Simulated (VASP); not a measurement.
# Cs in VASP: notebook

The runs below take Cs through single point, with PBE.

All numbers are computed with VASP 6.6.1; they aren't measurements. Logs are shortened: lines on timing, memory, paths and dates and some standing lists are left out, and cuts for length are marked.

**1. The cell of the first run**

Symmetry: Im-3m, No. 229, cubic system. Conventional cell: a = 6.347 Å, b = 6.347 Å, c = 6.347 Å, α = 90.00°, β = 90.00°, γ = 90.00°.

**2. Single point, PBE (strain +0.050 along x and y, +0.050 along z)**

Input file INCAR:

```
SYSTEM = Cs
  PREC = Accurate
  ENCUT = 520
  EDIFF = 1E-6
  ISMEAR = 0
  SIGMA = 0.15
  LREAL = .False.
  LASPH = .True.
  NELM = 60
  ALGO = Normal
  ISIF = 2
  LWAVE = .False.
  LCHARG = .False.
  GGA = PE
  NBANDS = 10
```

Input file KPOINTS:

```
Automatic mesh
0
Gamma
  12 12 12
  0 0 0
```

Input file POSCAR:

```
Cs
1.0
   -3.1736250000      3.1736250000      3.1736250000
    3.1736250000     -3.1736250000      3.1736250000
    3.1736250000      3.1736250000     -3.1736250000
Cs
1
Direct
    0.0000000000      0.0000000000      0.0000000000
```

Potentials or basis: VASP PAW PBE potentials, release 64 (Cs_sv).

The run is started by

```
$ cat potpaw_PBE.64/Cs_sv/POTCAR > POTCAR
$ mpirun -np 1 vasp_std > vasp.out
```

OUTCAR:

```text
SYSTEM = Cs
   PREC = Accurate
   ENCUT = 520
   EDIFF = 1E-6
   ISMEAR = 0
   LREAL = .False.
   LASPH = .True.
   NELM = 60
   ISIF = 2
   GGA = PE

 ion  position               nearest neighbor table
   1  0.000  0.000  0.000-

  LATTYP: Found a body centered cubic cell.
 ALAT       =     6.3472500000

  Lattice vectors:

 A1 = (  -3.1736250000,   3.1736250000,   3.1736250000)
 A2 = (   3.1736250000,  -3.1736250000,   3.1736250000)
 A3 = (   3.1736250000,   3.1736250000,  -3.1736250000)

Analysis of symmetry for initial positions (statically):
=====================================================================
 Subroutine PRICEL returns:
 Original cell was already a primitive cell.

 Routine SETGRP: Setting up the symmetry group for a
 body centered cubic supercell.

 Subroutine GETGRP returns: Found 48 space group operations
 (whereof 48 operations were pure point group operations)
 out of a pool of 48 trial point group operations.

The static configuration has the point symmetry O_h .

Analysis of symmetry for dynamics (positions and initial velocities):
=====================================================================
 Subroutine PRICEL returns:
 Original cell was already a primitive cell.

 Routine SETGRP: Setting up the symmetry group for a
 body centered cubic supercell.

 Subroutine GETGRP returns: Found 48 space group operations
 (whereof 48 operations were pure point group operations)
 out of a pool of 48 trial point group operations.

The dynamic configuration has the point symmetry O_h .

 Subroutine INISYM returns: Found 48 space group operations
 (whereof 48 operations are pure point group operations),
 and found     1 'primitive' translations

----------------------------------------------------------------------------------------

                                     Primitive cell

  volume of cell :     127.8577

  direct lattice vectors                    reciprocal lattice vectors
    -3.173625000  3.173625000  3.173625000     0.000000000  0.157548545  0.157548545
     3.173625000 -3.173625000  3.173625000     0.157548545  0.000000000  0.157548545
     3.173625000  3.173625000 -3.173625000     0.157548545  0.157548545  0.000000000

  length of vectors
     5.496879744  5.496879744  5.496879744     0.222807289  0.222807289  0.222807289

  position of ions in fractional coordinates (direct lattice)
     0.000000000  0.000000000  0.000000000

  ion indices of the primitive-cell ions
   primitive index   ion index
                 1           1

----------------------------------------------------------------------------------------

 KPOINTS: Automatic mesh

Automatic generation of k-mesh.
 Grid dimensions read from file:
 generate k-points for:   12   12   12

 Generating k-lattice:

  Cartesian coordinates                     Fractional coordinates (reciprocal lattice)
     0.000000000  0.013129045  0.013129045     0.083333333  0.000000000  0.000000000
     0.013129045  0.000000000  0.013129045     0.000000000  0.083333333  0.000000000
     0.013129045  0.013129045  0.000000000     0.000000000  0.000000000  0.083333333

  Length of vectors
     0.018567274  0.018567274  0.018567274

  Shift w.r.t. Gamma in fractional coordinates (k-lattice)
     0.000000000  0.000000000  0.000000000

 Subroutine IBZKPT returns following result:
 ===========================================

 Found     72 irreducible k-points:

 Following reciprocal coordinates:
            Coordinates               Weight
  0.000000  0.000000  0.000000      1.000000
  0.083333  0.000000  0.000000     12.000000
  0.166667  0.000000  0.000000     12.000000
  0.250000  0.000000  0.000000     12.000000
  0.333333  0.000000  0.000000     12.000000
  0.416667  0.000000  0.000000     12.000000
[... 16 lines left out ...]
  0.333333  0.083333  0.083333     24.000000
  0.416667  0.083333  0.083333     12.000000
 [... further k-points ...]
   k-points           NKPTS =     72   k-points in BZ     NKDIM =     72   number of bands    NBANDS=     10
   number of dos      NEDOS =    301   number of ions     NIONS =      1
   total plane-waves  NPLWV =  74088
   dimension x,y,z NGX =    42 NGY =   42 NGZ =   42
   dimension x,y,z NGXF=    84 NGYF=   84 NGZF=   84
   ions per type =               1
   NGX,Y,Z   is equivalent  to a cutoff of  12.70, 12.70, 12.70 a.u.
   NGXF,Y,Z  is equivalent  to a cutoff of  25.40, 25.40, 25.40 a.u.
 SYSTEM =  Cs
   PREC   = accura    normal or accurate (medium, high low for compatibility)
   ISTART =      0    job   : 0-new  1-cont  2-samecut
   ICHARG =      2    charge: 1-file 2-atom 10-const
   ISPIN  =      1    spin polarized calculation?
   LNONCOLLINEAR =      F non collinear calculations
   LSORBIT =      F    spin-orbit coupling
   LASPH  =      T    aspherical Exc in radial PAW
   ENCUT  =  520.0 eV  38.22 Ry    6.18 a.u.  10.22 10.22 10.22*2*pi/ulx,y,z
   NELM   =     60;   NELMIN=  2; NELMDL= -5     # of ELM steps
   EDIFF  = 0.1E-05   stopping-criterion for ELM
   LREAL  =      F    real-space projection
[... 7 lines left out ...]
   TEBEG  =    0.0;   TEEND  =   0.0 temperature during run
   PSTRESS=    0.0 pullay stress
   NELECT =       9.0000    total number of electrons
   NUPDOWN=      -1.0000    fix difference up-down
   EMIN   =  10.00;   EMAX   =-10.00  energy-range for DOS
   EFERMI =   0.00;   METHOD = LEGACY
   ISMEAR =     0;   SIGMA  =   0.15  broadening in eV -4-tet -1-fermi 0-gaus
   EFERMI_NEDOS =   21; number of points for ismear=-14 and -15
   IALGO  =     38    algorithm
   IMIX   =      4    mixing-type and parameters
     AMIX     =   0.40;   BMIX     =  1.00
     AMIX_MAG =   1.60;   BMIX_MAG =  1.00
  volume/ion in A,a.u.               =     127.86       862.83
  Fermi-wavevector in a.u.,A,eV,Ry     =   0.675948  1.277357  6.216583  0.456906
  Thomas-Fermi vector in A             =   1.753116
   LORBIT       =      0    0 simple, 1 ext, 2 COOP (PROOUT), +10 PAW based schemes
   GGA     = PE    functional components
   LHFCALC =     F    Hartree Fock is set to
   AEXX    =    0.0000 exact exchange contribution
   IVDW    =     0    specifies the selected vdW correction
   LEPSILON=     F    determine dielectric tensor
   LRPA    =     F    only Hartree local field effects (RPA)
 non-spin polarized calculation
 Gauss-broadening in eV      SIGMA  =   0.15
  energy-cutoff  :      520.00
  volume of cell :      127.86
 maximum number of plane-waves:      3468
 NGX is ok and might be reduce to    42
   NGX = 21   NGY = 21   NGZ = 21

 number of electron       8.9999998 magnetization

 Free energy of the ion-electron system (eV)
  ---------------------------------------------------
  ext. energy  EPLUGINS =         0.00000000
  ---------------------------------------------------
  free energy    TOTEN  =        -0.85179932 eV

  energy without entropy =       -0.83597708  energy(sigma->0) =       -0.84388820

 E-fermi :   0.2016     XC(G=0):  -5.1487

 val. band max:        0.1679284114   @ k =   0.3333   0.0833   0.0833
 cond. band min:       0.2092233586   @ k =  -0.3333   0.4167   0.1667
 fundamental gap:      0.0412949472
 Fermi energy:         0.2016350600

 k-point     1 :       0.0000    0.0000    0.0000
  band No.  band energies     occupation
      1     -23.7192      2.00000
      2     -10.4751      2.00000
      3     -10.4751      2.00000
      4     -10.4751      2.00000
      5      -1.3678      2.00000
      6       2.6295      0.00000
      7       2.6295      0.00000
      8       2.6295      0.00000
      9       3.4147      0.00000
     10       3.4147      0.00000

 k-point     2 :       0.0833    0.0000    0.0000
  band No.  band energies     occupation
      1     -23.7189      2.00000
      2     -10.4816      2.00000
      3     -10.4773      2.00000
      4     -10.4751      2.00000
      5      -1.2985      2.00000
      6       2.5523      0.00000
      7       2.5631      0.00000
      8       2.6976      0.00000
      9       3.2941      0.00000
     10       3.4018      0.00000

 k-point     3 :       0.1667    0.0000    0.0000
  band No.  band energies     occupation
      1     -23.7182      2.00000
      2     -10.4993      2.00000
      3     -10.4832      2.00000
      4     -10.4751      2.00000
      5      -1.0962      2.00000
      6       2.2974      0.00000
      7       2.3708      0.00000
      8       2.8999      0.00000
      9       3.2105      0.00000
     10       3.3873      0.00000

 k-point     4 :       0.2500    0.0000    0.0000
  band No.  band energies     occupation
      1     -23.7172      2.00000
      2     -10.5231      2.00000
      3     -10.4912      2.00000
      4     -10.4751      2.00000
      5      -0.7787      2.00000
      6       1.9076      0.00000
      7       2.1684      0.00000
      8       3.2304      0.00000
      9       3.2709      0.00000
     10       3.4146      0.00000
[... 222 lines left out ...]
 k-point    22 :       0.2500    0.0833    0.0833
  band No.  band energies     occupation
      1     -23.7160      2.00000
      2     -10.5474      2.00000
      3     -10.4991      2.00000
      4     -10.4807      2.00000
      5      -0.2565      1.99998
      6       1.5117      0.00000
      7       1.8177      0.00000
      8       3.4179      0.00000
      9       3.6185      0.00000
     10       3.6864      0.00000

 k-point    23 :       0.3333    0.0833    0.0833
  band No.  band energies     occupation
      1     -23.7154      2.00000
      2     -10.5590      2.00000
      3     -10.5076      2.00000
      4     -10.4810      2.00000
      5       0.1679      1.24936
      6       1.1921      0.00000
      7       1.7247      0.00000
      8       3.3045      0.00000
      9       3.7533      0.00000
     10       3.9420      0.00000

 k-point    24 :       0.4167    0.0833    0.0833
  band No.  band energies     occupation
      1     -23.7152      2.00000
      2     -10.5631      2.00000
      3     -10.5108      2.00000
      4     -10.4811      2.00000
      5       0.4265      0.03400
      6       0.9876      0.00000
      7       1.6935      0.00000
      8       3.2019      0.00000
      9       3.8324      0.00000
     10       4.0514      0.00000

 [... further k-points ...]

------------------------ aborting loop because EDIFF is reached ----------------------------------------

  FORCE on cell =-STRESS in cart. coord.  units (eV):
  Direction    XX          YY          ZZ          XY          YZ          ZX
  --------------------------------------------------------------------------------------
  -------------------------------------------------------------------------------------
  Total       -0.1233973     -0.1233973     -0.1233973      0.0000000      0.0000000      0.0000000
  in kB       -1.5462842     -1.5462842     -1.5462842      0.0000000      0.0000000      0.0000000
  external PRESSURE =      -1.5462842 kB  Pullay stress =       0.0000000 kB

 VOLUME and BASIS-vectors are now :
 -----------------------------------------------------------------------------
  energy-cutoff  :      520.00
  volume of cell :      127.86
      direct lattice vectors                 reciprocal lattice vectors
    -3.173625000  3.173625000  3.173625000     0.000000000  0.157548545  0.157548545
     3.173625000 -3.173625000  3.173625000     0.157548545  0.000000000  0.157548545
     3.173625000  3.173625000 -3.173625000     0.157548545  0.157548545  0.000000000

 POSITION                                       TOTAL-FORCE (eV/Angst)
 -----------------------------------------------------------------------------------
      0.00000      0.00000      0.00000         0.000000      0.000000      0.000000
 -----------------------------------------------------------------------------------
    total drift:                                0.000000      0.000000      0.000000

  FREE ENERGIE OF THE ION-ELECTRON SYSTEM (eV)
  ---------------------------------------------------
  free  energy   TOTEN  =        -0.8517993164 eV

  energy  without entropy=       -0.8359770794  energy(sigma->0) =       -0.84388820
```

It took 36 s on 1 thread of AMD EPYC 9R45 (Zen 5), shared host; peak memory 0.25 GiB.

What came out:

- Free energy: -0.8518 eV
- Pressure: -0.2 GPa

Caveat: the cell differs from its parent crystal (strain +0.050 along x and y, +0.050 along z); spin-orbit coupling is left out, which moves the levels of the heavy elements.

**3. Single point, PBE (strain -0.050 along x and y, -0.025 along z)**

Input file INCAR:

```
SYSTEM = Cs
PREC = Accurate
ENCUT = 520
EDIFF = 1E-7
ISMEAR = 0
SIGMA = 0.15
LREAL = .False.
LASPH = .True.
NELM = 100
ALGO = Fast
ISIF = 2
LWAVE = .False.
LCHARG = .False.
GGA = PE
NBANDS = 10
```

Input file KPOINTS:

```
regular mesh
0
Gamma
  12 12 12
  0 0 0
```

Input file POSCAR:

```
Cs
1.0
   -2.8713750000      2.8713750000      2.9469375000
    2.8713750000     -2.8713750000      2.9469375000
    2.8713750000      2.8713750000     -2.9469375000
Cs
1
Direct
    0.0000000000      0.0000000000      0.0000000000
```

Potentials or basis: VASP PAW PBE potentials, release 64 (Cs_sv).

The run is started by

```
$ cat potpaw_PBE.64/Cs_sv/POTCAR > POTCAR
$ mpirun -np 1 vasp_std > vasp.out
```

OUTCAR:

```text
SYSTEM = Cs
   PREC = Accurate
   ENCUT = 520
   EDIFF = 1E-7
   ISMEAR = 0
   LREAL = .False.
   LASPH = .True.
   NELM = 100
   ISIF = 2
   GGA = PE

 ion  position               nearest neighbor table
   1  0.000  0.000  0.000-

  LATTYP: Found a body centered tetragonal cell.
 ALAT       =     5.7427500000
 C/A-ratio  =     1.0263157895

  Lattice vectors:

 A1 = (  -2.8713750000,   2.8713750000,   2.9469375000)
 A2 = (   2.8713750000,  -2.8713750000,   2.9469375000)
 A3 = (   2.8713750000,   2.8713750000,  -2.9469375000)

Analysis of symmetry for initial positions (statically):
=====================================================================
 Subroutine PRICEL returns:
 Original cell was already a primitive cell.

 Routine SETGRP: Setting up the symmetry group for a
 body centered tetragonal supercell.

 Subroutine GETGRP returns: Found 16 space group operations
 (whereof 16 operations were pure point group operations)
 out of a pool of 16 trial point group operations.

The static configuration has the point symmetry D_4h.

Analysis of symmetry for dynamics (positions and initial velocities):
=====================================================================
 Subroutine PRICEL returns:
 Original cell was already a primitive cell.

 Routine SETGRP: Setting up the symmetry group for a
 body centered tetragonal supercell.

 Subroutine GETGRP returns: Found 16 space group operations
 (whereof 16 operations were pure point group operations)
 out of a pool of 16 trial point group operations.

The dynamic configuration has the point symmetry D_4h.

 Subroutine INISYM returns: Found 16 space group operations
 (whereof 16 operations are pure point group operations),
 and found     1 'primitive' translations

----------------------------------------------------------------------------------------

                                     Primitive cell

  volume of cell :      97.1876
[... 112 lines left out ...]
   GGA     = PE    functional components
   LHFCALC =     F    Hartree Fock is set to
   AEXX    =    0.0000 exact exchange contribution
   IVDW    =     0    specifies the selected vdW correction
   LEPSILON=     F    determine dielectric tensor
   LRPA    =     F    only Hartree local field effects (RPA)
 non-spin polarized calculation
 RMM-DIIS sequential band-by-band and
 Gauss-broadening in eV      SIGMA  =   0.15
  energy-cutoff  :      520.00
  volume of cell :       97.19
 maximum number of plane-waves:      2638
 NGX is ok and might be reduce to    40
   NGX = 19   NGY = 19   NGZ = 19

 number of electron       8.9999999 magnetization

 Free energy of the ion-electron system (eV)
  ---------------------------------------------------
  ext. energy  EPLUGINS =         0.00000000
  ---------------------------------------------------
  free energy    TOTEN  =        -0.83056811 eV

  energy without entropy =       -0.81381397  energy(sigma->0) =       -0.82219104

 E-fermi :   0.9147     XC(G=0):  -5.8493

 val. band max:        0.9058065612   @ k =   0.5000   0.4167  -0.0000
 cond. band min:       0.9210459362   @ k =  -0.2500  -0.3333   0.1667
 fundamental gap:      0.0152393750
 Fermi energy:         0.9147002798

 k-point     1 :       0.0000    0.0000    0.0000
  band No.  band energies     occupation
      1     -22.8654      2.00000
      2      -9.5728      2.00000
      3      -9.5728      2.00000
      4      -9.5726      2.00000
      5      -0.9353      2.00000
      6       3.4641      0.00000
      7       3.4641      0.00000
      8       3.5858      0.00000
      9       4.4016      0.00000
     10       4.5782      0.00000
[... 287 lines left out ...]
 k-point    24 :      -0.4167    0.1667    0.0000
  band No.  band energies     occupation
      1     -22.8530      2.00000
      2      -9.7571      2.00000
      3      -9.6420      2.00000
      4      -9.5914      2.00000
      5       0.5157      1.99983
      6       2.2254      0.00000
      7       2.5910      0.00000
      8       4.1944      0.00000
      9       4.9261      0.00000
     10       5.0623      0.00000

 [... further k-points ...]

------------------------ aborting loop because EDIFF is reached ----------------------------------------

  FORCE on cell =-STRESS in cart. coord.  units (eV):
  Direction    XX          YY          ZZ          XY          YZ          ZX
  --------------------------------------------------------------------------------------
  -------------------------------------------------------------------------------------
  Total        0.2959786      0.2959786      0.2903045      0.0000000      0.0000000      0.0000000
  in kB        4.8793291      4.8793291      4.7857897      0.0000000      0.0000000      0.0000000
  external PRESSURE =       4.8481493 kB  Pullay stress =       0.0000000 kB

 VOLUME and BASIS-vectors are now :
 -----------------------------------------------------------------------------
  energy-cutoff  :      520.00
  volume of cell :       97.19
      direct lattice vectors                 reciprocal lattice vectors
    -2.871375000  2.871375000  2.946937500     0.000000000  0.174132602  0.169667663
     2.871375000 -2.871375000  2.946937500     0.174132602  0.000000000  0.169667663
     2.871375000  2.871375000 -2.946937500     0.174132602  0.174132602  0.000000000

 POSITION                                       TOTAL-FORCE (eV/Angst)
 -----------------------------------------------------------------------------------
      0.00000      0.00000      0.00000         0.000000     -0.000000     -0.000000
 -----------------------------------------------------------------------------------
    total drift:                                0.000000     -0.000000     -0.000000

  FREE ENERGIE OF THE ION-ELECTRON SYSTEM (eV)
  ---------------------------------------------------
  free  energy   TOTEN  =        -0.8305681106 eV

  energy  without entropy=       -0.8138139700  energy(sigma->0) =       -0.82219104
```

It took 92 s on 1 thread of AMD EPYC 9R45 (Zen 5), shared host; peak memory 0.3 GiB.

Results:

```
Free energy : -0.8306 eV
Pressure    : 0.5 GPa
```

Caveat: the cell differs from its parent crystal (strain -0.050 along x and y, -0.025 along z); spin-orbit coupling is left out, which moves the levels of the heavy elements.

(Part 1 of 2 ends here.)
